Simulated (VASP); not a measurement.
# Te2Mo in VASP: a series of runs

The runs below take Te2Mo through single point, with LDA.

All numbers are computed with VASP 6.6.1; they aren't measurements. Logs are shortened: lines on timing, memory, paths and dates and some standing lists are left out, and cuts for length are marked.

## 1. The cell of the first run

The cell holds a slab with vacuum, 12 atoms: a = 3.471 Å, b = 3.471 Å, c = 38.095 Å, α = 90.00°, β = 90.00°, γ = 120.00°.

## 2. Single point, LDA (33.13 Å³/atom)

INCAR reads:

```
PREC = Accurate
ENCUT = 520
EDIFF = 1E-7
ISMEAR = 0
SIGMA = 0.02
LREAL = False
LASPH = True
NELM = 80
ALGO = Normal
ISIF = 2
LWAVE = False
LCHARG = False
GGA = CA
NBANDS = 64
```

KPOINTS reads:

```
Automatic mesh
0
Gamma
  12 12 1
```

POSCAR reads:

```
Te2Mo
1.0
    3.4712575284      0.0000000000      0.0000000000
   -1.7356287642      3.0061972026      0.0000000000
    0.0000000000      0.0000000000     38.0952051015
Te Mo
8 4
Direct
    0.3333333333      0.6666666667      0.8624415604
    0.3333333333      0.6666666667      0.2238070843
    0.6666666667      0.3333333333      0.6819540121
    0.6666666667      0.3333333333      0.0432260080
    0.6666666667      0.3333333333      0.7761929157
    0.6666666667      0.3333333333      0.1375584396
    0.3333333333      0.6666666667      0.9567739920
    0.3333333333      0.6666666667      0.3180459879
    0.3333333333      0.6666666667      0.7289870993
    0.3333333333      0.6666666667      0.0903918116
    0.6666666667      0.3333333333      0.9096081884
    0.6666666667      0.3333333333      0.2710129007
```

Potentials or basis: VASP PAW LDA potentials, release 64 (Te, Mo_sv).

Command:

```
> cat potpaw_LDA.64/Te/POTCAR potpaw_LDA.64/Mo_sv/POTCAR > POTCAR
> mpirun -np 1 vasp_std > vasp.out
```

OUTCAR:

```text
PREC = Accurate
   ENCUT = 520
   EDIFF = 1E-7
   ISMEAR = 0
   LREAL = False
   LASPH = True
   NELM = 80
   ISIF = 2
   GGA = CA

 ion  position               nearest neighbor table
   1  0.333  0.667  0.862-  11 2.69  11 2.69  11 2.69   7 3.59
   2  0.333  0.667  0.224-  12 2.69  12 2.69  12 2.69   8 3.59
   3  0.667  0.333  0.682-   9 2.69   9 2.69   9 2.69   5 3.59
   4  0.667  0.333  0.043-  10 2.69  10 2.69  10 2.69   6 3.59
   5  0.667  0.333  0.776-   9 2.69   9 2.69   9 2.69   3 3.59
   6  0.667  0.333  0.138-  10 2.69  10 2.69  10 2.69   4 3.59
   7  0.333  0.667  0.957-  11 2.69  11 2.69  11 2.69   1 3.59
   8  0.333  0.667  0.318-  12 2.69  12 2.69  12 2.69   2 3.59
   9  0.333  0.667  0.729-   3 2.69   3 2.69   3 2.69   5 2.69   5 2.69   5 2.69
  10  0.333  0.667  0.090-   4 2.69   4 2.69   4 2.69   6 2.69   6 2.69   6 2.69
  11  0.667  0.333  0.910-   7 2.69   7 2.69   7 2.69   1 2.69   1 2.69   1 2.69
  12  0.667  0.333  0.271-   8 2.69   8 2.69   8 2.69   2 2.69   2 2.69   2 2.69

  LATTYP: Found a hexagonal cell.
 ALAT       =     3.4712575284
 C/A-ratio  =    10.9744681257

  Lattice vectors:

 A1 = (   3.4712575284,   0.0000000000,   0.0000000000)
 A2 = (  -1.7356287642,   3.0061972026,   0.0000000000)
 A3 = (   0.0000000000,   0.0000000000,  38.0952051015)

Analysis of symmetry for initial positions (statically):
=====================================================================
 Subroutine PRICEL returns:
 Original cell was already a primitive cell.

 Routine SETGRP: Setting up the symmetry group for a
 hexagonal supercell.

 Subroutine GETGRP returns: Found 12 space group operations
 (whereof 12 operations were pure point group operations)
 out of a pool of 24 trial point group operations.

The static configuration has the point symmetry D_3d.

Analysis of symmetry for dynamics (positions and initial velocities):
=====================================================================
 Subroutine PRICEL returns:
 Original cell was already a primitive cell.

 Routine SETGRP: Setting up the symmetry group for a
 hexagonal supercell.

 Subroutine GETGRP returns: Found 12 space group operations
 (whereof 12 operations were pure point group operations)
 out of a pool of 24 trial point group operations.

The dynamic configuration has the point symmetry D_3d.

 Subroutine INISYM returns: Found 12 space group operations
 (whereof 12 operations are pure point group operations),
 and found     1 'primitive' translations

----------------------------------------------------------------------------------------

                                     Primitive cell

  volume of cell :     397.5343

  direct lattice vectors                    reciprocal lattice vectors
     3.471257528  0.000000000  0.000000000     0.288080038  0.166323087  0.000000000
    -1.735628764  3.006197203  0.000000000     0.000000000  0.332646175  0.000000000
     0.000000000  0.000000000 38.095205101     0.000000000  0.000000000  0.026250023

  length of vectors
     3.471257528  3.471257528 38.095205101     0.332646175  0.332646175  0.026250023

  position of ions in fractional coordinates (direct lattice)
     0.333333333  0.666666667  0.862441560
     0.333333333  0.666666667  0.223807084
     0.666666667  0.333333333  0.681954012
     0.666666667  0.333333333  0.043226008
     0.666666667  0.333333333  0.776192916
     0.666666667  0.333333333  0.137558440
     0.333333333  0.666666667  0.956773992
     0.333333333  0.666666667  0.318045988
     0.333333333  0.666666667  0.728987099
     0.333333333  0.666666667  0.090391812
     0.666666667  0.333333333  0.909608188
     0.666666667  0.333333333  0.271012901

  ion indices of the primitive-cell ions
   primitive index   ion index
                 1           1
                 2           2
                 3           3
                 4           4
                 5           5
                 6           6
                 7           7
                 8           8
                 9           9
                10          10
                11          11
                12          12

----------------------------------------------------------------------------------------

 KPOINTS: Automatic mesh

Automatic generation of k-mesh.
 Grid dimensions read from file:
 generate k-points for:   12   12    1

 Generating k-lattice:

  Cartesian coordinates                     Fractional coordinates (reciprocal lattice)
     0.024006670  0.013860257  0.000000000     0.083333333  0.000000000  0.000000000
     0.000000000  0.027720515  0.000000000     0.000000000  0.083333333  0.000000000
     0.000000000  0.000000000  0.026250023     0.000000000  0.000000000  1.000000000

  Length of vectors
     0.027720515  0.027720515  0.026250023

  Shift w.r.t. Gamma in fractional coordinates (k-lattice)
     0.000000000  0.000000000  0.000000000

 Subroutine IBZKPT returns following result:
 ===========================================

 Found     19 irreducible k-points:

 Following reciprocal coordinates:
            Coordinates               Weight
  0.000000  0.000000  0.000000      1.000000
  0.083333  0.000000  0.000000      6.000000
  0.166667  0.000000  0.000000      6.000000
  0.250000  0.000000  0.000000      6.000000
  0.333333  0.000000  0.000000      6.000000
  0.416667  0.000000  0.000000      6.000000
[... 11 lines left out ...]
  0.333333  0.250000  0.000000     12.000000
  0.333333  0.333333  0.000000      2.000000
   k-points           NKPTS =     19   k-points in BZ     NKDIM =     19   number of bands    NBANDS=     64
   number of dos      NEDOS =    301   number of ions     NIONS =     12
   total plane-waves  NPLWV = 225792
   dimension x,y,z NGX =    28 NGY =   28 NGZ =  288
   dimension x,y,z NGXF=    56 NGYF=   56 NGZF=  576
   ions per type =               8   4
   NGX,Y,Z   is equivalent  to a cutoff of  13.41, 13.41, 12.57 a.u.
   NGXF,Y,Z  is equivalent  to a cutoff of  26.82, 26.82, 25.14 a.u.
 SYSTEM =  unknown system
   PREC   = accura    normal or accurate (medium, high low for compatibility)
   ISTART =      0    job   : 0-new  1-cont  2-samecut
   ICHARG =      2    charge: 1-file 2-atom 10-const
   ISPIN  =      1    spin polarized calculation?
   LNONCOLLINEAR =      F non collinear calculations
   LSORBIT =      F    spin-orbit coupling
   LASPH  =      T    aspherical Exc in radial PAW
   ENCUT  =  520.0 eV  38.22 Ry    6.18 a.u.   6.45  6.45 70.83*2*pi/ulx,y,z
   NELM   =     80;   NELMIN=  2; NELMDL= -5     # of ELM steps
   EDIFF  = 0.1E-06   stopping-criterion for ELM
   LREAL  =      F    real-space projection
   EDIFFG = 0.1E-05   stopping-criterion for IOM
   NSW    =      0    number of steps for IOM
   IBRION =     -1    ionic relax: 0-MD 1-quasi-New 2-CG
   NFREE  =      0    steps in history (QN), initial steepest desc. (CG)
   ISIF   =      2    stress and relaxation
   ISYM   =      2    0-nonsym 1-usesym 2-fastsym
   POTIM  = 0.5000    time-step for ionic-motion
   TEBEG  =    0.0;   TEEND  =   0.0 temperature during run
   PSTRESS=    0.0 pullay stress
   NELECT =     104.0000    total number of electrons
   NUPDOWN=      -1.0000    fix difference up-down
   EMIN   =  10.00;   EMAX   =-10.00  energy-range for DOS
   EFERMI =   0.00;   METHOD = LEGACY
   ISMEAR =     0;   SIGMA  =   0.02  broadening in eV -4-tet -1-fermi 0-gaus
   EFERMI_NEDOS =   21; number of points for ismear=-14 and -15
   IALGO  =     38    algorithm
   IMIX   =      4    mixing-type and parameters
     AMIX     =   0.40;   BMIX     =  1.00
     AMIX_MAG =   1.60;   BMIX_MAG =  1.00
  volume/ion in A,a.u.               =      33.13       223.56
  Fermi-wavevector in a.u.,A,eV,Ry     =   1.047035  1.978609 14.915817  1.096282
  Thomas-Fermi vector in A             =   2.181898
   LORBIT       =      0    0 simple, 1 ext, 2 COOP (PROOUT), +10 PAW based schemes
   GGA     = CA    functional components
   LHFCALC =     F    Hartree Fock is set to
   AEXX    =    0.0000 exact exchange contribution
   IVDW    =     0    specifies the selected vdW correction
   LEPSILON=     F    determine dielectric tensor
   LRPA    =     F    only Hartree local field effects (RPA)
 non-spin polarized calculation
 Gauss-broadening in eV      SIGMA  =   0.02
  energy-cutoff  :      520.00
  volume of cell :      397.53
 maximum number of plane-waves:     10797
 NGX is ok and might be reduce to    28
   NGX = 13   NGY = 13   NGZ =141

 number of electron     104.0000002 magnetization

 Free energy of the ion-electron system (eV)
  ---------------------------------------------------
  ext. energy  EPLUGINS =         0.00000000
  ---------------------------------------------------
  free energy    TOTEN  =       -82.36978126 eV

  energy without entropy =      -82.36978126  energy(sigma->0) =      -82.36978126

 E-fermi :   4.9335     XC(G=0):  -8.1576

 val. band max:        4.8208435428   @ k =   0.0000   0.0000   0.0000
 cond. band min:       5.5930213349   @ k =   0.2500   0.1667   0.0000
 fundamental gap:      0.7721777922
 Fermi energy:         4.9334994820

 k-point     1 :       0.0000    0.0000    0.0000
  band No.  band energies     occupation
      1     -55.6128      2.00000
      2     -55.6128      2.00000
      3     -55.6075      2.00000
      4     -55.6075      2.00000
      5     -30.0029      2.00000
      6     -30.0029      2.00000
[... 56 lines left out ...]
     63       8.2376      0.00000
     64       8.2378      0.00000

 k-point     2 :       0.0833    0.0000    0.0000
  band No.  band energies     occupation
      1     -55.6120      2.00000
      2     -55.6120      2.00000
      3     -55.6067      2.00000
      4     -55.6067      2.00000
      5     -30.0005      2.00000
      6     -30.0005      2.00000
[... 1195 lines left out ...]
     63       7.3171      0.00000
     64       7.3171      0.00000

------------------------ aborting loop because EDIFF is reached ----------------------------------------

  FORCE on cell =-STRESS in cart. coord.  units (eV):
  Direction    XX          YY          ZZ          XY          YZ          ZX
  --------------------------------------------------------------------------------------
  -------------------------------------------------------------------------------------
  Total        0.4295753      0.4295753      0.7335525      0.0000000      0.0000000      0.0000000
  in kB        1.7313118      1.7313118      2.9564271      0.0000000      0.0000000      0.0000000
  external PRESSURE =       2.1396835 kB  Pullay stress =       0.0000000 kB

 VOLUME and BASIS-vectors are now :
 -----------------------------------------------------------------------------
  energy-cutoff  :      520.00
  volume of cell :      397.53
      direct lattice vectors                 reciprocal lattice vectors
     3.471257528  0.000000000  0.000000000     0.288080038  0.166323087  0.000000000
    -1.735628764  3.006197203  0.000000000     0.000000000  0.332646175  0.000000000
     0.000000000  0.000000000 38.095205101     0.000000000  0.000000000  0.026250023

 POSITION                                       TOTAL-FORCE (eV/Angst)
 -----------------------------------------------------------------------------------
     -0.00000      2.00413     32.85489        -0.000000      0.000000     -0.055659
     -0.00000      2.00413      8.52598        -0.000000     -0.000000     -0.051713
      1.73563      1.00207     25.97918         0.000000      0.000000     -0.060288
      1.73563      1.00207      1.64670        -0.000000      0.000000     -0.056097
      1.73563      1.00207     29.56923        -0.000000      0.000000      0.051713
      1.73563      1.00207      5.24032        -0.000000      0.000000      0.055659
     -0.00000      2.00413     36.44850        -0.000000      0.000000      0.056097
     -0.00000      2.00413     12.11603        -0.000000     -0.000000      0.060288
     -0.00000      2.00413     27.77091         0.000000      0.000000      0.009203
     -0.00000      2.00413      3.44349         0.000000      0.000000      0.000823
      1.73563      1.00207     34.65171         0.000000      0.000000     -0.000823
      1.73563      1.00207     10.32429         0.000000     -0.000000     -0.009203
 -----------------------------------------------------------------------------------
    total drift:                                0.000000     -0.000000      0.000000

  FREE ENERGIE OF THE ION-ELECTRON SYSTEM (eV)
  ---------------------------------------------------
  free  energy   TOTEN  =       -82.3697812603 eV

  energy  without entropy=      -82.3697812603  energy(sigma->0) =      -82.36978126
```

It took 35 min on 1 thread of Intel Xeon 8259CL, shared host; peak memory 0.59 GiB.

Results:

| Item | Value |
| --- | --- |
| Free energy | -82.3698 eV |
| Largest force | 0.060 eV/Å |
| Band gap on the k mesh | 0.77 eV (least direct gap 1.14 eV) |

Forces on the atoms (eV/Å):
```
Te   0.000  0.000 -0.056
Te   0.000  0.000 -0.052
Te   0.000  0.000 -0.060
Te   0.000  0.000 -0.056
Te   0.000  0.000  0.052
Te   0.000  0.000  0.056
Te   0.000  0.000  0.056
Te   0.000  0.000  0.060
Mo   0.000  0.000  0.009
Mo   0.000  0.000  0.001
Mo   0.000  0.000 -0.001
Mo   0.000  0.000 -0.009
```

Caveat: there is no dipole correction, which matters where the two faces differ; spin-orbit coupling is left out, which moves the levels of the heavy elements.

## 3. Single point, LDA

This run uses another cell than the first one.

INCAR reads:

```
ALGO = Normal
EDIFF = 1E-6
ENCUT = 520
GGA = CA
ISIF = 2
ISMEAR = 0
LASPH = T
LCHARG = T
LELF = T
LREAL = F
LVHAR = T
LWAVE = F
NBANDS = 64
NELM = 80
PREC = Accurate
SIGMA = 0.02
```

KPOINTS reads:

```
k-points
0
Gamma
  12 12 1
```

POSCAR reads:

```
Te2Mo
1.0
    3.4714970532      0.0000000000      0.0000000000
   -1.7357485266      3.0064046372      0.0000000000
    0.0000000000      0.0000000000     36.9805323605
Te Mo
8 4
Direct
    0.3333333333      0.6666666667      0.8582692113
    0.3333333333      0.6666666667      0.2306020697
    0.6666666667      0.3333333333      0.6723277457
    0.6666666667      0.3333333333      0.0445601677
    0.6666666667      0.3333333333      0.7693979303
    0.6666666667      0.3333333333      0.1417307887
    0.3333333333      0.6666666667      0.9554398323
    0.3333333333      0.6666666667      0.3276722543
    0.3333333333      0.6666666667      0.7207834795
    0.3333333333      0.6666666667      0.0931456056
    0.6666666667      0.3333333333      0.9068543944
    0.6666666667      0.3333333333      0.2792165205
```

Potentials or basis: VASP PAW LDA potentials, release 64 (Te, Mo_sv).

Command:

```
> cat potpaw_LDA.64/Te/POTCAR potpaw_LDA.64/Mo_sv/POTCAR > POTCAR
> mpirun -np 1 vasp_std > vasp.out
```

OUTCAR:

```text
EDIFF = 1E-6
   ENCUT = 520
   GGA = CA
   ISIF = 2
   ISMEAR = 0
   LASPH = T
   LREAL = F
   NELM = 80
   PREC = Accurate

 ion  position               nearest neighbor table
   1  0.333  0.667  0.858-  11 2.69  11 2.69  11 2.69   7 3.59
   2  0.333  0.667  0.231-  12 2.69  12 2.69  12 2.69   8 3.59
   3  0.667  0.333  0.672-   9 2.69   9 2.69   9 2.69   5 3.59
   4  0.667  0.333  0.045-  10 2.69  10 2.69  10 2.69   6 3.59
   5  0.667  0.333  0.769-   9 2.69   9 2.69   9 2.69   3 3.59
   6  0.667  0.333  0.142-  10 2.69  10 2.69  10 2.69   4 3.59
[... 1496 lines left out ...]
 VOLUME and BASIS-vectors are now :
 -----------------------------------------------------------------------------
  energy-cutoff  :      520.00
  volume of cell :      385.96
      direct lattice vectors                 reciprocal lattice vectors
     3.471497053  0.000000000  0.000000000     0.288060161  0.166311611  0.000000000
    -1.735748527  3.006404637  0.000000000     0.000000000  0.332623223  0.000000000
     0.000000000  0.000000000 36.980532360     0.000000000  0.000000000  0.027041255

 POSITION                                       TOTAL-FORCE (eV/Angst)
 -----------------------------------------------------------------------------------
     -0.00000      2.00427     31.73925         0.000000     -0.000000     -0.056071
     -0.00000      2.00427      8.52779         0.000000     -0.000000     -0.057381
      1.73575      1.00213     24.86304         0.000000      0.000000     -0.056916
      1.73575      1.00213      1.64786        -0.000000     -0.000000     -0.057217
      1.73575      1.00213     28.45275        -0.000000     -0.000000      0.057381
      1.73575      1.00213      5.24128        -0.000000     -0.000000      0.056071
     -0.00000      2.00427     35.33267        -0.000000     -0.000000      0.057217
     -0.00000      2.00427     12.11749         0.000000      0.000000      0.056916
     -0.00000      2.00427     26.65496        -0.000000      0.000000      0.001292
     -0.00000      2.00427      3.44457        -0.000000     -0.000000     -0.000020
      1.73575      1.00213     33.53596         0.000000     -0.000000      0.000020
      1.73575      1.00213     10.32558         0.000000     -0.000000     -0.001292
 -----------------------------------------------------------------------------------
    total drift:                                0.000000     -0.000000      0.000000

  FREE ENERGIE OF THE ION-ELECTRON SYSTEM (eV)
  ---------------------------------------------------
  free  energy   TOTEN  =       -82.3700983178 eV

  energy  without entropy=      -82.3700983178  energy(sigma->0) =      -82.37009832
```

Run time: 15 min. Hardware: 1 thread of Intel Xeon Platinum 8488C (Sapphire Rapids), shared host; peak memory 0.58 GiB.

What came out:

| Item | Value |
| --- | --- |
| Free energy | -82.3701 eV |
| Largest force | 0.057 eV/Å |
| Band gap on the k mesh | 0.77 eV (least direct gap 1.14 eV) |

Forces in eV/Å, atoms in the order of the input:
```
Te   0.000  0.000 -0.056
Te   0.000  0.000 -0.057
Te   0.000  0.000 -0.057
Te   0.000  0.000 -0.057
Te   0.000  0.000  0.057
Te   0.000  0.000  0.056
Te   0.000  0.000  0.057
Te   0.000  0.000  0.057
Mo   0.000  0.000  0.001
Mo   0.000  0.000  0.000
Mo   0.000  0.000  0.000
Mo   0.000  0.000 -0.001
```

Caveat: there is no dipole correction, which matters where the two faces differ; spin-orbit coupling is left out, which moves the levels of the heavy elements.
